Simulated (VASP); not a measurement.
# AlFe (Pm-3m) in VASP: a series of runs

AlFe is run at these levels: PBE; tasks: single point.

Program: VASP 6.6.1. These are calculated values, not measurements. Logs are shortened: lines on timing, memory, paths and dates and some standing lists are left out, and cuts for length are marked.

## (1) The cell of the first run

Symmetry: Pm-3m, No. 221, cubic system. Conventional cell: a = 2.910 Å, b = 2.910 Å, c = 2.910 Å, α = 90.00°, β = 90.00°, γ = 90.00°. Within 3.3 Å of Al (site symmetry m-3m) lie 8 Fe at 2.52 Å and 6 Al at 2.91 Å. Within 3.3 Å of Fe (site symmetry m-3m) lie 8 Al at 2.52 Å and 6 Fe at 2.91 Å.

## (2) Single point, PBE, collinear spin, zero start

The input, INCAR:

```
SYSTEM = AlFe
ALGO     = Normal         ! electronic algorithm
EDIFF    = 1E-6           ! SCF threshold, eV
ENCUT    = 600            ! plane-wave cutoff, eV
GGA      = PE             ! functional
GGA_COMPAT= .False.      
ISIF     = 2              ! what is computed and relaxed
ISMEAR   = -1             ! smearing method
ISPIN    = 2              ! spin polarisation
LASPH    = .True.         ! aspherical terms in the spheres
LCHARG   = .False.        ! write CHGCAR
LMAXMIX  = 4              ! l up to which the mixer works
LORBIT   = 11             ! projections on sites
LREAL    = .False.        ! projectors in reciprocal space
LWAVE    = .False.        ! write WAVECAR
MAGMOM   = 0 0            ! initial moments
NBANDS   = 16             ! bands
NELM     = 200            ! most SCF steps
NUPDOWN  = 0.0            ! fixed moment
PREC     = Accurate       ! precision mode
SIGMA    = 0.1            ! smearing width, eV
```

The input, KPOINTS:

```
k-points
0
Gamma
  11 11 11
  0 0 0
```

The input, POSCAR:

```
AlFe
1.0
    2.9100000000      0.0000000000      0.0000000000
    0.0000000000      2.9100000000      0.0000000000
    0.0000000000      0.0000000000      2.9100000000
Al Fe
1 1
Direct
    0.0000000000      0.0000000000      0.0000000000
    0.5000000000      0.5000000000      0.5000000000
```

Potentials or basis: VASP PAW PBE potentials, release 64 (Al, Fe).

Started as:

```console
cat potpaw_PBE.64/Al/POTCAR potpaw_PBE.64/Fe/POTCAR > POTCAR
mpirun -np 1 vasp_std > vasp.out
```

OUTCAR:

```text
SYSTEM = AlFe
   EDIFF = 1E-6
   ENCUT = 600
   GGA = PE
   ISIF = 2
   ISMEAR = -1
   ISPIN = 2
   LASPH = .True.
   LORBIT = 11
   LREAL = .False.
   NELM = 200
   NUPDOWN = 0.0
   PREC = Accurate

 ion  position               nearest neighbor table
   1  0.000  0.000  0.000-   2 2.52   2 2.52   2 2.52   2 2.52   2 2.52   2 2.52   2 2.52   2 2.52

   2  0.500  0.500  0.500-   1 2.52   1 2.52   1 2.52   1 2.52   1 2.52   1 2.52   1 2.52   1 2.52

  LATTYP: Found a simple cubic cell.
 ALAT       =     2.9100000000

  Lattice vectors:

 A1 = (   2.9100000000,   0.0000000000,   0.0000000000)
 A2 = (   0.0000000000,   2.9100000000,   0.0000000000)
 A3 = (   0.0000000000,   0.0000000000,   2.9100000000)

Analysis of symmetry for initial positions (statically):
=====================================================================
 Subroutine PRICEL returns:
 Original cell was already a primitive cell.

 Routine SETGRP: Setting up the symmetry group for a
 simple cubic supercell.

 Subroutine GETGRP returns: Found 48 space group operations
 (whereof 48 operations were pure point group operations)
 out of a pool of 48 trial point group operations.

The static configuration has the point symmetry O_h .

Analysis of symmetry for dynamics (positions and initial velocities):
=====================================================================
 Subroutine PRICEL returns:
 Original cell was already a primitive cell.

 Routine SETGRP: Setting up the symmetry group for a
 simple cubic supercell.

 Subroutine GETGRP returns: Found 48 space group operations
 (whereof 48 operations were pure point group operations)
 out of a pool of 48 trial point group operations.

The dynamic configuration has the point symmetry O_h .

Analysis of structural, dynamic, and magnetic symmetry:
=====================================================================
 Subroutine PRICEL returns:
 Original cell was already a primitive cell.

 Routine SETGRP: Setting up the symmetry group for a
 simple cubic supercell.

 Subroutine GETGRP returns: Found 48 space group operations
 (whereof 48 operations were pure point group operations)
 out of a pool of 48 trial point group operations.

The overall configuration has the point symmetry O_h .

 Subroutine INISYM returns: Found 48 space group operations
 (whereof 48 operations are pure point group operations),
 and found     1 'primitive' translations

----------------------------------------------------------------------------------------

                                     Primitive cell

  volume of cell :      24.6422

  direct lattice vectors                    reciprocal lattice vectors
     2.910000000  0.000000000  0.000000000     0.343642612  0.000000000  0.000000000
     0.000000000  2.910000000  0.000000000     0.000000000  0.343642612  0.000000000
     0.000000000  0.000000000  2.910000000     0.000000000  0.000000000  0.343642612

  length of vectors
     2.910000000  2.910000000  2.910000000     0.343642612  0.343642612  0.343642612

  position of ions in fractional coordinates (direct lattice)
     0.000000000  0.000000000  0.000000000
     0.500000000  0.500000000  0.500000000

  ion indices of the primitive-cell ions
   primitive index   ion index
                 1           1
                 2           2

----------------------------------------------------------------------------------------

 KPOINTS: k-points

Automatic generation of k-mesh.
 Grid dimensions read from file:
 generate k-points for:   11   11   11

 Generating k-lattice:

  Cartesian coordinates                     Fractional coordinates (reciprocal lattice)
     0.031240237  0.000000000  0.000000000     0.090909091  0.000000000  0.000000000
     0.000000000  0.031240237  0.000000000     0.000000000  0.090909091  0.000000000
     0.000000000  0.000000000  0.031240237     0.000000000  0.000000000  0.090909091

  Length of vectors
     0.031240237  0.031240237  0.031240237

  Shift w.r.t. Gamma in fractional coordinates (k-lattice)
     0.000000000  0.000000000  0.000000000

 Subroutine IBZKPT returns following result:
 ===========================================

 Found     56 irreducible k-points:

 Following reciprocal coordinates:
            Coordinates               Weight
  0.000000  0.000000  0.000000      1.000000
  0.090909  0.000000  0.000000      6.000000
  0.181818  0.000000  0.000000      6.000000
  0.272727  0.000000  0.000000      6.000000
  0.363636  0.000000  0.000000      6.000000
  0.454545  0.000000  0.000000      6.000000
[... 16 lines left out ...]
  0.181818  0.090909  0.090909     24.000000
  0.272727  0.090909  0.090909     24.000000
 [... further k-points ...]
   k-points           NKPTS =     56   k-points in BZ     NKDIM =     56   number of bands    NBANDS=     16
   number of dos      NEDOS =    301   number of ions     NIONS =      2
   total plane-waves  NPLWV =  13824
   dimension x,y,z NGX =    24 NGY =   24 NGZ =   24
   dimension x,y,z NGXF=    48 NGYF=   48 NGZF=   48
   ions per type =               1   1
   NGX,Y,Z   is equivalent  to a cutoff of  13.71, 13.71, 13.71 a.u.
   NGXF,Y,Z  is equivalent  to a cutoff of  27.42, 27.42, 27.42 a.u.
 SYSTEM =  AlFe
   PREC   = accura    normal or accurate (medium, high low for compatibility)
   ISTART =      0    job   : 0-new  1-cont  2-samecut
   ICHARG =      2    charge: 1-file 2-atom 10-const
   ISPIN  =      2    spin polarized calculation?
   LNONCOLLINEAR =      F non collinear calculations
   LSORBIT =      F    spin-orbit coupling
   LASPH  =      T    aspherical Exc in radial PAW
   ENCUT  =  600.0 eV  44.10 Ry    6.64 a.u.   5.81  5.81  5.81*2*pi/ulx,y,z
   NELM   =    200;   NELMIN=  2; NELMDL= -5     # of ELM steps
   EDIFF  = 0.1E-05   stopping-criterion for ELM
   LREAL  =      F    real-space projection
   EDIFFG = 0.1E-04   stopping-criterion for IOM
   NSW    =      0    number of steps for IOM
   IBRION =     -1    ionic relax: 0-MD 1-quasi-New 2-CG
   NFREE  =      0    steps in history (QN), initial steepest desc. (CG)
   ISIF   =      2    stress and relaxation
   ISYM   =      2    0-nonsym 1-usesym 2-fastsym
   POTIM  = 0.5000    time-step for ionic-motion
   TEBEG  =    0.0;   TEEND  =   0.0 temperature during run
   PSTRESS=    0.0 pullay stress
   NELECT =      11.0000    total number of electrons
   NUPDOWN=       0.0000    fix difference up-down
   EMIN   =  10.00;   EMAX   =-10.00  energy-range for DOS
   EFERMI =   0.00;   METHOD = LEGACY
   ISMEAR =    -1;   SIGMA  =   0.10  broadening in eV -4-tet -1-fermi 0-gaus
   EFERMI_NEDOS =   21; number of points for ismear=-14 and -15
   IALGO  =     38    algorithm
   IMIX   =      4    mixing-type and parameters
     AMIX     =   0.40;   BMIX     =  1.00
     AMIX_MAG =   1.60;   BMIX_MAG =  1.00
  volume/ion in A,a.u.               =      12.32        83.15
  Fermi-wavevector in a.u.,A,eV,Ry     =   1.251160  2.364349 21.298567  1.565401
  Thomas-Fermi vector in A             =   2.385120
   LORBIT       =     11    0 simple, 1 ext, 2 COOP (PROOUT), +10 PAW based schemes
   GGA     = PE    functional components
   LHFCALC =     F    Hartree Fock is set to
   AEXX    =    0.0000 exact exchange contribution
   IVDW    =     0    specifies the selected vdW correction
   LEPSILON=     F    determine dielectric tensor
   LRPA    =     F    only Hartree local field effects (RPA)
 spin polarized calculation
  energy-cutoff  :      600.00
  volume of cell :       24.64
 maximum number of plane-waves:       840
 NGX is ok and might be reduce to    24
   NGX = 11   NGY = 11   NGZ = 11

 number of electron      10.9999994 magnetization       0.0000000

 number of electron      10.9999994 magnetization      -0.0000000

 Free energy of the ion-electron system (eV)
  ---------------------------------------------------
  ext. energy  EPLUGINS =         0.00000000
  ---------------------------------------------------
  free energy    TOTEN  =       -12.63781604 eV

  energy without entropy =      -12.53831346  energy(sigma->0) =      -12.58806475

 E-fermi :   7.5405     XC(G=0): -11.9723

 val. band max:        7.5301838483   @ k =   0.1818   0.0909   0.0909
 cond. band min:       7.5529966063   @ k =   0.4545   0.3636   0.3636
 fundamental gap:      0.0228127580
 Fermi energy:         7.5404955547

 spin component 1

 k-point     1 :       0.0000    0.0000    0.0000
  band No.  band energies     occupation
      1      -2.5613      1.00000
      2       5.4478      1.00000
      3       5.4478      1.00000
      4       7.6682      0.21810
      5       7.6682      0.21809
      6       7.6682      0.21809
[... 8 lines left out ...]
     15      28.9664      0.00000
     16      30.8651      0.00000
[... 419 lines left out ...]
 k-point    24 :       0.2727    0.0909    0.0909
  band No.  band energies     occupation
      1      -0.9481      1.00000
      2       4.8889      1.00000
      3       5.7900      1.00000
      4       6.9663      0.99680
      5       7.0073      0.99519
      6       7.5697      0.42753
[... 8 lines left out ...]
     15      27.4848      0.00000
     16      27.5430      0.00000

 [... further k-points ...]

 spin component 2

 k-point     1 :       0.0000    0.0000    0.0000
  band No.  band energies     occupation
      1      -2.5613      1.00000
      2       5.4478      1.00000
      3       5.4478      1.00000
      4       7.6682      0.21810
      5       7.6682      0.21809
      6       7.6682      0.21809
[... 8 lines left out ...]
     15      28.9664      0.00000
     16      30.8651      0.00000
[... 419 lines left out ...]
 k-point    24 :       0.2727    0.0909    0.0909
  band No.  band energies     occupation
      1      -0.9481      1.00000
      2       4.8889      1.00000
      3       5.7900      1.00000
      4       6.9663      0.99680
      5       7.0073      0.99519
      6       7.5697      0.42753
[... 8 lines left out ...]
     15      27.4848      0.00000
     16      27.5430      0.00000

 [... further k-points ...]
[... 5 lines left out ...]
  --------------------------------------------------------------------------------------
  -------------------------------------------------------------------------------------
  Total       -1.0201118     -1.0201118     -1.0201118     -0.0000000      0.0000000      0.0000000
  in kB      -66.3253242    -66.3253242    -66.3253242     -0.0000000      0.0000000      0.0000000
  external PRESSURE =     -66.3253242 kB  Pullay stress =       0.0000000 kB

 VOLUME and BASIS-vectors are now :
 -----------------------------------------------------------------------------
  energy-cutoff  :      600.00
  volume of cell :       24.64
      direct lattice vectors                 reciprocal lattice vectors
     2.910000000  0.000000000  0.000000000     0.343642612  0.000000000  0.000000000
     0.000000000  2.910000000  0.000000000     0.000000000  0.343642612  0.000000000
     0.000000000  0.000000000  2.910000000     0.000000000  0.000000000  0.343642612

 POSITION                                       TOTAL-FORCE (eV/Angst)
 -----------------------------------------------------------------------------------
      0.00000      0.00000      0.00000         0.000000      0.000000      0.000000
      1.45500      1.45500      1.45500         0.000000      0.000000      0.000000
 -----------------------------------------------------------------------------------
    total drift:                                0.000000     -0.000000     -0.000000

  FREE ENERGIE OF THE ION-ELECTRON SYSTEM (eV)
  ---------------------------------------------------
  free  energy   TOTEN  =       -12.6378160407 eV

  energy  without entropy=      -12.5383134553  energy(sigma->0) =      -12.58806475

 total charge

# of ion       s       p       d       tot
------------------------------------------
    1        0.395   0.420   0.000   0.815
    2        0.416   0.469   6.463   7.348
--------------------------------------------------
tot          0.811   0.888   6.463   8.163

 magnetization (x)

# of ion       s       p       d       tot
------------------------------------------
    1        0.000   0.000   0.000   0.000
    2        0.000   0.000   0.000   0.000
--------------------------------------------------
tot          0.000   0.000   0.000   0.000
```

Run time: 26 s. Hardware: 1 thread of Intel Xeon Platinum 8488C (Sapphire Rapids), shared host; peak memory 0.17 GiB.

What came out:

```yaml
Free_energy: -12.6378 eV
Pressure: -6.6 GPa
Net_moment: 0.00 μB per cell
Valence_electrons_inside_the_program's_atomic_spheres: Al 0.81; Fe 7.35
```

Caveat: the total moment is fixed, so each spin has its own Fermi level.

## (3) Single point, PBE, collinear spin, ferromagnetic start

The input, INCAR:

```
SYSTEM = AlFe
  ALGO = Normal
  EDIFF = 1E-6
  ENCUT = 600
  GGA = PE
  GGA_COMPAT = .False.
  ISIF = 2
  ISMEAR = -1
  ISPIN = 2
  LASPH = .True.
  LCHARG = .False.
  LMAXMIX = 4
  LORBIT = 11
  LREAL = .False.
  LWAVE = .False.
  MAGMOM = 0 0.8
  NBANDS = 16
  NELM = 200
  PREC = Accurate
  SIGMA = 0.1
```

KPOINTS is that of step 2.

POSCAR is that of step 2.

Potentials or basis: VASP PAW PBE potentials, release 64 (Al, Fe).

Started as:

```console
cat potpaw_PBE.64/Al/POTCAR potpaw_PBE.64/Fe/POTCAR > POTCAR
mpirun -np 1 vasp_std > vasp.out
```

Run time: 26 s. Hardware: 1 thread of Intel Xeon Platinum 8488C (Sapphire Rapids), shared host; peak memory 0.17 GiB.

The run converged. Its results:

| Quantity | Value |
| --- | --- |
| Free energy | -12.6687 eV |
| Pressure | -5.7 GPa |
| Net moment | 0.71 μB per cell |
| Site moments | Al -0.03; Fe +0.75 μB |
| Valence electrons inside the program's atomic spheres | Al 0.81; Fe 7.34 |

Levels at points of the mesh, in eV from the Fermi level:
Spin up:
```
           k point  band 3  band 4  band 5  band 6  band 7  band 8  band 9  band 10
(0.00, 0.00, 0.00)   -2.44   -0.45   -0.45   -0.45    6.09    6.09    6.09     9.08
```
Spin down:
```
           k point  band 3  band 4  band 5  band 6  band 7  band 8
(0.00, 0.00, 0.00)   -2.05    0.39    0.39    0.39    6.12    6.12
```

[end of part 1 of 2]
